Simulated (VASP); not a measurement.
Set up this calculation in VASP 6.6.1, as the native input.

```yaml
Task: single point
Functional: PBE
Potentials_or_basis: VASP PAW PBE potentials, release 64 (Zr_sv, N)
Cutoff: 600 eV
k_mesh: 10 × 10 × 10
Occupations: methfessel-paxton, width 0.1 eV
Spin: no spin polarisation
Dipole_correction: no
Further_INCAR_settings: ALGO = Normal; EDIFF = 1e-06; NBANDS = 16
```

The structure of ZrN lies in POSCAR:

```
ZrN
1.0
    0.0000000000      2.3000000000      2.3000000000
    2.3000000000      0.0000000000      2.3000000000
    2.3000000000      2.3000000000      0.0000000000
Zr N
1 1
Direct
    0.5000000000      0.5000000000      0.5000000000
    0.0000000000      0.0000000000      0.0000000000
```

These files were run (other wordings do the same):

INCAR

```
SYSTEM = ZrN
PREC = Accurate
ENCUT = 600
EDIFF = 1E-6
ISMEAR = 1
SIGMA = 0.1
LREAL = .False.
LASPH = .True.
NELM = 120
ALGO = Normal
ISIF = 2
LWAVE = .False.
LCHARG = .False.
GGA = PE
NBANDS = 16
GGA_COMPAT = .False.
```

KPOINTS

```
regular mesh
0
Gamma
  10 10 10
  0 0 0
```

Potentials or basis: VASP PAW PBE potentials, release 64 (Zr_sv, N).

Launch:

```sh
$ cat potpaw_PBE.64/Zr_sv/POTCAR potpaw_PBE.64/N/POTCAR > POTCAR
$ mpirun -np 1 vasp_std > vasp.out
```

Results of the run:

```
Pressure               : -0.7 GPa
Band gap on the k mesh : zero (an odd number of electrons rules out a gap without spin polarisation)
```

Wall time 22 s on 1 thread of AMD EPYC 7R43 64-Core Processor (Zen 3), with other jobs on the host, peak memory 0.13 GiB.
